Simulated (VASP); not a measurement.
# FeSi (P1) in VASP: single point with PBE

Aim: the single point of FeSi with PBE.

Everything below comes from runs of VASP 6.6.1. Logs are shortened: lines on timing, memory, paths and dates and some standing lists are left out, and cuts for length are marked.

**1. The cell of the first run**

The typed cell holds 8 atoms: a = 4.467 Å, b = 4.467 Å, c = 4.467 Å, α = 90.00°, β = 90.00°, γ = 90.00°.

**2. Single point, PBE, collinear spin, ferromagnetic start**

The input, POSCAR:

```
FeSi
1.0
    4.4670000000      0.0000000000      0.0000000000
    0.0000000000      4.4670000000      0.0000000000
    0.0000000000      0.0000000000      4.4670000000
Fe Si
4 4
Direct
    0.1421665700      0.1417370900      0.1396578900
    0.3741665700      0.8737370900      0.6396578900
    0.6421665700      0.3737370900      0.8716578900
    0.8741665700      0.6417370900      0.3716578900
    0.8526665700      0.8522370900      0.8501578900
    0.6636665700      0.1632370900      0.3501578900
    0.3526665700      0.6632370900      0.1611578900
    0.0983340300      0.2903403600      0.6158947700
```

The input, INCAR.step1:

```
SYSTEM = FeSi
PREC = Accurate ; ENCUT = 520
EDIFF = 1E-6 ; ISMEAR = -1
SIGMA = 0.05 ; LREAL = .FALSE.
LASPH = .TRUE. ; NELM = 200
ALGO = Normal ; ISIF = 2
LWAVE = .FALSE. ; LCHARG = .TRUE.
ISPIN = 2 ; MAGMOM = 3 3 3 3 0 0 0 0
LMAXMIX = 4 ; GGA = PE
NBANDS = 38 ; GGA_COMPAT = .FALSE.
NEDOS = 2001 ; LORBIT = 11
KPAR = 4
```

The input, KPOINTS.step1:

```
regular mesh
0
G
  6 6 6
  0 0 0
```

The input, INCAR.step2:

```
SYSTEM = FeSi
PREC = Accurate ; ENCUT = 520
EDIFF = 1E-6 ; ISMEAR = -5
SIGMA = 0.05 ; LREAL = .FALSE.
LASPH = .TRUE. ; NELM = 200
ALGO = Normal ; ISIF = 2
LWAVE = .FALSE. ; LCHARG = .FALSE.
ISPIN = 2 ; MAGMOM = 3 3 3 3 0 0 0 0
LORBIT = 10 ; LMAXMIX = 4
GGA = PE ; NBANDS = 38
NEDOS = 1001 ; ICHARG = 11
GGA_COMPAT = .FALSE. ; KPAR = 4
```

The input, KPOINTS.step2:

```
regular mesh
0
G
  9 9 9
  0 0 0
```

Potentials or basis: VASP PAW PBE potentials, release 64 (Fe, Si).

On the command line:

```sh
$ cat potpaw_PBE.64/Fe/POTCAR potpaw_PBE.64/Si/POTCAR > POTCAR
$ cp INCAR.step1 INCAR
$ cp KPOINTS.step1 KPOINTS
$ mpirun -np 4 vasp_std > vasp.out
$ cp INCAR.step2 INCAR
$ cp KPOINTS.step2 KPOINTS
$ mpirun -np 4 vasp_std > vasp.out
```

OUTCAR:

```text
SYSTEM = FeSi
   PREC = Accurate
   ENCUT = 520
   EDIFF = 1E-6
   ISMEAR = -5
   LREAL = .FALSE.
   LASPH = .TRUE.
   NELM = 200
   ISIF = 2
   ISPIN = 2
   LORBIT = 10
   GGA = PE
   ICHARG = 11

 ion  position               nearest neighbor table
   1  0.142  0.142  0.140-   8 2.24   5 2.24   7 2.34   6 2.34   8 2.44   6 2.51   7 2.51   4 2.74
                             2 2.74   2 2.74   3 2.74   4 2.74   3 2.74
   2  0.374  0.874  0.640-   8 2.23   6 2.24   5 2.34   7 2.34   7 2.51   5 2.51   4 2.74   1 2.74
                             1 2.74   3 2.74   4 2.74   3 2.74   8 2.88
   3  0.642  0.374  0.872-   7 2.24   6 2.34   5 2.34   8 2.37   5 2.51   6 2.51   8 2.71   4 2.74
                             2 2.74   2 2.74   4 2.74   1 2.74   1 2.74
   4  0.874  0.642  0.372-   8 2.16   6 2.34   7 2.34   5 2.34   6 2.51   5 2.51   7 2.51   1 2.74
                             3 2.74   2 2.74   1 2.74   2 2.74   3 2.74
   5  0.853  0.852  0.850-   1 2.24   2 2.34   4 2.34   3 2.34   8 2.48   3 2.51   2 2.51   4 2.51
                             7 2.76   6 2.76   6 2.76   7 2.76   8 2.93
   6  0.664  0.163  0.350-   2 2.24   3 2.34   4 2.34   1 2.34   8 2.35   1 2.51   3 2.51   4 2.51
                             5 2.76   7 2.76   7 2.76   5 2.76   8 2.85
   7  0.353  0.663  0.161-   3 2.24   1 2.34   4 2.34   2 2.34   2 2.51   1 2.51   4 2.51   5 2.76
                             6 2.76   6 2.76   5 2.76   8 2.86
   8  0.098  0.290  0.616-   4 2.16   2 2.23   1 2.24   6 2.35   3 2.37   1 2.44   5 2.48   3 2.71
                             6 2.85   7 2.86   2 2.88   5 2.93

  LATTYP: Found a simple cubic cell.
 ALAT       =     4.4670000000

  Lattice vectors:

 A1 = (   4.4670000000,   0.0000000000,   0.0000000000)
 A2 = (   0.0000000000,   4.4670000000,   0.0000000000)
 A3 = (   0.0000000000,   0.0000000000,   4.4670000000)

Analysis of symmetry for initial positions (statically):
=====================================================================
 Subroutine PRICEL returns:
 Original cell was already a primitive cell.

 Routine SETGRP: Setting up the symmetry group for a
 simple cubic supercell.

 Subroutine GETGRP returns: Found  1 space group operations
 (whereof  1 operations were pure point group operations)
 out of a pool of 48 trial point group operations.

The static configuration has the point symmetry C_1 .

Analysis of symmetry for dynamics (positions and initial velocities):
=====================================================================
 Subroutine PRICEL returns:
 Original cell was already a primitive cell.

 Routine SETGRP: Setting up the symmetry group for a
 simple cubic supercell.

 Subroutine GETGRP returns: Found  1 space group operations
 (whereof  1 operations were pure point group operations)
 out of a pool of 48 trial point group operations.

The dynamic configuration has the point symmetry C_1 .

Analysis of structural, dynamic, and magnetic symmetry:
=====================================================================
 Subroutine PRICEL returns:
 Original cell was already a primitive cell.

 Routine SETGRP: Setting up the symmetry group for a
 simple cubic supercell.

 Subroutine GETGRP returns: Found  1 space group operations
 (whereof  1 operations were pure point group operations)
 out of a pool of 48 trial point group operations.

The overall configuration has the point symmetry C_1 .

 Subroutine INISYM returns: Found  1 space group operations
 (whereof  1 operations are pure point group operations),
 and found     1 'primitive' translations

----------------------------------------------------------------------------------------

                                     Primitive cell

  volume of cell :      89.1349

  direct lattice vectors                    reciprocal lattice vectors
     4.467000000  0.000000000  0.000000000     0.223863891  0.000000000  0.000000000
     0.000000000  4.467000000  0.000000000     0.000000000  0.223863891  0.000000000
     0.000000000  0.000000000  4.467000000     0.000000000  0.000000000  0.223863891

  length of vectors
     4.467000000  4.467000000  4.467000000     0.223863891  0.223863891  0.223863891

  position of ions in fractional coordinates (direct lattice)
     0.142166570  0.141737090  0.139657890
     0.374166570  0.873737090  0.639657890
     0.642166570  0.373737090  0.871657890
     0.874166570  0.641737090  0.371657890
     0.852666570  0.852237090  0.850157890
     0.663666570  0.163237090  0.350157890
     0.352666570  0.663237090  0.161157890
     0.098334030  0.290340360  0.615894770

  ion indices of the primitive-cell ions
   primitive index   ion index
                 1           1
                 2           2
                 3           3
                 4           4
                 5           5
                 6           6
                 7           7
                 8           8

----------------------------------------------------------------------------------------

 KPOINTS: regular mesh

Automatic generation of k-mesh.
 Grid dimensions read from file:
 generate k-points for:    9    9    9

 Generating k-lattice:

  Cartesian coordinates                     Fractional coordinates (reciprocal lattice)
     0.024873766  0.000000000  0.000000000     0.111111111  0.000000000  0.000000000
     0.000000000  0.024873766  0.000000000     0.000000000  0.111111111  0.000000000
     0.000000000  0.000000000  0.024873766     0.000000000  0.000000000  0.111111111

  Length of vectors
     0.024873766  0.024873766  0.024873766

  Shift w.r.t. Gamma in fractional coordinates (k-lattice)
     0.000000000  0.000000000  0.000000000

 TETIRR: Found   2184 inequivalent tetrahedra from     4374

 Subroutine IBZKPT returns following result:
 ===========================================

 Found    365 irreducible k-points:

 Following reciprocal coordinates:
            Coordinates               Weight
  0.000000  0.000000  0.000000      1.000000
  0.111111  0.000000  0.000000      2.000000
  0.000000  0.111111  0.000000      2.000000
  0.000000  0.000000  0.111111      2.000000
  0.222222  0.000000  0.000000      2.000000
  0.000000  0.222222  0.000000      2.000000
[... 16 lines left out ...]
 -0.111111  0.222222  0.000000      2.000000
 -0.222222  0.000000  0.111111      2.000000
 [... further k-points ...]
   k-points           NKPTS =    365   k-points in BZ     NKDIM =    365   number of bands    NBANDS=     38
   number of dos      NEDOS =   1001   number of ions     NIONS =      8
   total plane-waves  NPLWV =  46656
   dimension x,y,z NGX =    36 NGY =   36 NGZ =   36
   dimension x,y,z NGXF=    72 NGYF=   72 NGZF=   72
   ions per type =               4   4
   NGX,Y,Z   is equivalent  to a cutoff of  13.40, 13.40, 13.40 a.u.
   NGXF,Y,Z  is equivalent  to a cutoff of  26.80, 26.80, 26.80 a.u.
 SYSTEM =  FeSi
   PREC   = accura    normal or accurate (medium, high low for compatibility)
   ISTART =      0    job   : 0-new  1-cont  2-samecut
   ICHARG =     11    charge: 1-file 2-atom 10-const
   ISPIN  =      2    spin polarized calculation?
   LNONCOLLINEAR =      F non collinear calculations
   LSORBIT =      F    spin-orbit coupling
   LASPH  =      T    aspherical Exc in radial PAW
   ENCUT  =  520.0 eV  38.22 Ry    6.18 a.u.   8.31  8.31  8.31*2*pi/ulx,y,z
   NELM   =    200;   NELMIN=  2; NELMDL=  0     # of ELM steps
   EDIFF  = 0.1E-05   stopping-criterion for ELM
   LREAL  =      F    real-space projection
   EDIFFG = 0.1E-04   stopping-criterion for IOM
   NSW    =      0    number of steps for IOM
[... 5 lines left out ...]
   TEBEG  =    0.0;   TEEND  =   0.0 temperature during run
   PSTRESS=    0.0 pullay stress
   NELECT =      48.0000    total number of electrons
   NUPDOWN=      -1.0000    fix difference up-down
   EMIN   =  10.00;   EMAX   =-10.00  energy-range for DOS
   EFERMI =   0.00;   METHOD = LEGACY
   ISMEAR =    -5;   SIGMA  =   0.05  broadening in eV -4-tet -1-fermi 0-gaus
   EFERMI_NEDOS =   21; number of points for ismear=-14 and -15
   IALGO  =     38    algorithm
   IMIX   =      4    mixing-type and parameters
     AMIX     =   0.40;   BMIX     =  1.00
     AMIX_MAG =   1.60;   BMIX_MAG =  1.00
  volume/ion in A,a.u.               =      11.14        75.19
  Fermi-wavevector in a.u.,A,eV,Ry     =   1.331903  2.516932 24.136270  1.773966
  Thomas-Fermi vector in A             =   2.460879
   LORBIT       =     10    0 simple, 1 ext, 2 COOP (PROOUT), +10 PAW based schemes
   GGA     = PE    functional components
   LHFCALC =     F    Hartree Fock is set to
   AEXX    =    0.0000 exact exchange contribution
   IVDW    =     0    specifies the selected vdW correction
   LEPSILON=     F    determine dielectric tensor
   LRPA    =     F    only Hartree local field effects (RPA)
 spin polarized calculation
 Fermi weights with tetrahedron method with Bloechl corrections
  energy-cutoff  :      520.00
  volume of cell :       89.13
 maximum number of plane-waves:      2429
 NGX is ok and might be reduce to    36

 number of electron      48.0000021 magnetization       1.6459297

 Free energy of the ion-electron system (eV)
  ---------------------------------------------------
  ext. energy  EPLUGINS =         0.00000000
  ---------------------------------------------------
  free energy    TOTEN  =       -57.82637764 eV

  energy without entropy =      -57.82637764  energy(sigma->0) =      -57.82637764

 E-fermi :   9.6430     XC(G=0): -12.7159

 val. band max:        9.6595081250   @ k =   0.1111   0.2222   0.1111
 cond. band min:       9.6370522533   @ k =   0.4444   0.1111   0.0000
 fundamental gap:     -0.0224558717
 Fermi energy:         9.6430290798

 spin component 1

 k-point     1 :       0.0000    0.0000    0.0000
  band No.  band energies     occupation
      1      -3.7484      1.00000
      2       1.0707      1.00000
      3       1.6542      1.00000
      4       2.1891      1.00000
      5       4.2125      1.00000
      6       4.5234      1.00000
[... 28 lines left out ...]
     35      14.0419      0.00000
     36      15.1988      0.00000
[... 866 lines left out ...]
      6       4.4706      1.00000
[... 28 lines left out ...]
     35      14.7287      0.00000
     36      15.1757      0.00000

 [... further k-points ...]

 spin component 2

 k-point     1 :       0.0000    0.0000    0.0000
  band No.  band energies     occupation
      1      -3.7733      1.00000
      2       1.0588      1.00000
      3       1.6619      1.00000
      4       2.2030      1.00000
      5       4.2573      1.00000
      6       4.5831      1.00000
[... 28 lines left out ...]
     35      14.2273      0.00000
     36      15.2521      0.00000
[... 866 lines left out ...]
      6       4.5286      1.00000
[... 28 lines left out ...]
     35      14.8153      0.00000
     36      15.2678      0.00000

 [... further k-points ...]

 [bands above 36 left out]

------------------------ aborting loop because EDIFF is reached ----------------------------------------

  FORCE on cell =-STRESS in cart. coord.  units (eV):
  Direction    XX          YY          ZZ          XY          YZ          ZX
  --------------------------------------------------------------------------------------
  -------------------------------------------------------------------------------------
  Total        1.5525752      1.2508099      1.3332822     -0.2615138     -0.0020552      0.5965773
  in kB       27.9071424     22.4829883     23.9654066     -4.7006435     -0.0369413     10.7233239
  external PRESSURE =      24.7851791 kB  Pullay stress =       0.0000000 kB

 VOLUME and BASIS-vectors are now :
 -----------------------------------------------------------------------------
  energy-cutoff  :      520.00
  volume of cell :       89.13
      direct lattice vectors                 reciprocal lattice vectors
     4.467000000  0.000000000  0.000000000     0.223863891  0.000000000  0.000000000
     0.000000000  4.467000000  0.000000000     0.000000000  0.223863891  0.000000000
     0.000000000  0.000000000  4.467000000     0.000000000  0.000000000  0.223863891

 POSITION                                       TOTAL-FORCE (eV/Angst)
 -----------------------------------------------------------------------------------
      0.63506      0.63314      0.62385         0.229474      0.061609     -0.868704
      1.67140      3.90298      2.85735        -0.064650     -0.596685      0.074426
      2.86856      1.66948      3.89370        -0.534376     -0.575829     -0.538903
      3.90490      2.86664      1.66020        -0.576001      0.811260     -0.522159
      3.80886      3.80694      3.79766        -0.346623     -1.002112      0.088831
      2.96460      0.72918      1.56416        -1.020642      0.078582     -0.919939
      1.57536      2.96268      0.71989        -0.358109      0.038213      0.187070
      0.43926      1.29695      2.75120         2.670927      1.184963      2.499376
 -----------------------------------------------------------------------------------
    total drift:                                0.001252      0.003642     -0.003535

  FREE ENERGIE OF THE ION-ELECTRON SYSTEM (eV)
  ---------------------------------------------------
  free  energy   TOTEN  =       -57.8263776431 eV

  energy  without entropy=      -57.8263776431  energy(sigma->0) =      -57.82637764

 total charge

# of ion       s       p       d       tot
------------------------------------------
    1        0.442   0.649   6.597   7.688
    2        0.437   0.624   6.551   7.612
    3        0.428   0.614   6.516   7.559
    4        0.440   0.641   6.598   7.679
    5        0.736   0.905   0.000   1.642
    6        0.733   0.918   0.000   1.651
    7        0.742   0.889   0.000   1.631
    8        0.754   0.931   0.000   1.685
--------------------------------------------------
tot          4.714   6.172  26.262  37.148

 magnetization (x)

# of ion       s       p       d       tot
------------------------------------------
    1       -0.002  -0.005   0.308   0.301
    2       -0.001  -0.002   0.473   0.471
    3        0.001   0.001   0.703   0.706
    4       -0.002  -0.004   0.289   0.283
    5       -0.005  -0.018   0.000  -0.024
    6       -0.005  -0.017   0.000  -0.022
    7       -0.005  -0.015   0.000  -0.020
    8       -0.005  -0.017   0.000  -0.022
--------------------------------------------------
tot         -0.024  -0.076   1.774   1.674
```

Wall time 16 min (4 MPI ranks of Intel Xeon Platinum 8488C (Sapphire Rapids), shared host); peak memory 1.5 GiB.

Results:

* Net moment: 1.65 μB per cell
* Site moments: Fe +0.30, +0.47, +0.71, +0.28; Si -0.02 μB
* Valence electrons inside the program's atomic spheres: Fe 7.69, 7.61, 7.56, 7.68; Si 1.64, 1.65, 1.63, 1.69
